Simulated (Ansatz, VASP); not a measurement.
**One calculation of GdN, two programs**

```
CELL_PARAMETERS angstrom
3.03318 0.00000 0.00000
0.00000 3.03318 0.00000
0.00000 0.00000 3.03318
ATOMIC_POSITIONS crystal
Gd 0.00000 0.00000 0.00000
N 0.50000 0.50000 0.50000
```

Change from the starting cell: species swapped into the ZrAu type (P4/mmm, No. 123).

Alike in both runs: functional PBE; k mesh 18 × 18 × 18; occupations gaussian, width 0.1 eV; collinear spin.

Ansatz relaxed the structure, and its values are those at the end. VASP's run is a single point on that final structure, the one shown.

```csv
,VASP,Ansatz
version,VASP 6.6.1,Ansatz 0.2.0
potentials or method,"VASP PAW PBE potentials, release 64 (Gd, N), cutoff 520 eV","scalar-relativistic, plane waves, PAW"
valence electrons in the cell,23,23
```

|  | VASP | Ansatz | Ansatz less VASP |
| --- | --- | --- | --- |
| gap on the k mesh at the Fermi level (eV) | none | none | - |
| pressure (GPa) | 0.2 | 0.0 | -0.19 |
| net moment per atom (μB) | 3.50 | 3.50 | 0.000 |
| size of the moment on the site where the two differ most (μB) | 6.77 | 6.86 | +0.089 |

Site moments also hang on the region over which each program counts them. A gap of «none» marks a metal or a gap that the smearing closes.

Spin-orbit coupling is off throughout.
